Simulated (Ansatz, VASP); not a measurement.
**One calculation of As, two programs**

File INCAR:

```
SYSTEM = As
PREC = Accurate
ENCUT = 520
EDIFF = 1E-7
ISMEAR = -1
SIGMA = 0.08
LREAL = .False.
LASPH = .True.
NELM = 60
ALGO = Normal
ISIF = 2
LWAVE = .False.
LCHARG = .False.
GGA = PS
NBANDS = 12
```

KPOINTS

```
regular mesh
0
Gamma
  14 14 8
  0 0 0
```

The input POSCAR:

```
As
1.0
    2.4672614336      0.0000000000      0.0000000000
   -1.2336307168      2.1367110793      0.0000000000
    0.0000000000      0.0000000000      4.0491113200
As
2
Direct
    0.3333333333      0.6666666667      0.2500000000
    0.6666666667      0.3333333333      0.7500000000
```

Input for Ansatz:

```yaml
crystal:
  lattice:
    - [2.4672614336, 0.0, 0.0]
    - [-1.2336307168, 2.1367110793, 0.0]
    - [0.0, 0.0, 4.04911132]
  atoms:
    - { symbol: As, position: [0.3333333333, 0.6666666667, 0.25] }
    - { symbol: As, position: [0.6666666667, 0.3333333333, 0.75] }
kpoints:
  mp_grid: { grid: [14, 14, 8] }
scf:
  occupations: { method: fermi_dirac, width: 0.08 }
hamiltonian:
  xc: pbesol
  pseudopotentials: { kind: all_electron, lapw: { basis_error: 0.001 } }
output:
  forces: true
  stress: true
  eigenvalues: true
  populations: true
```

Change from the starting cell: volume scaled by 0.58, LAPW.

Alike in both runs: task single point; functional PBEsol; k mesh 14 × 14 × 8; occupations fermi-dirac, width 0.08 eV; no spin polarisation.

```csv
,VASP,Ansatz
version,VASP 6.6.1,Ansatz 0.2.0
potentials or method,"VASP PAW PBE potentials, release 64 (As), cutoff 520 eV","all-electron LAPW, scalar-relativistic"
```

Ansatz gave:

```
pressure (GPa)                                                : 157.1
traceless stress, the component that is largest in VASP (GPa) : 0.08
```

Question: What did VASP give for the same quantities?

Answer: Pressure (GPa): 163.0; traceless stress, the component that is largest in VASP (GPa): -0.13.

VASP's potentials were made for PBE, not for PBEsol. Both programs put the cell under a high pressure, so it lies far from rest at this level. Ansatz ran all-electron here, and VASP with PAW potentials.

Noted on VASP's run: the cell as given lies far from equilibrium.
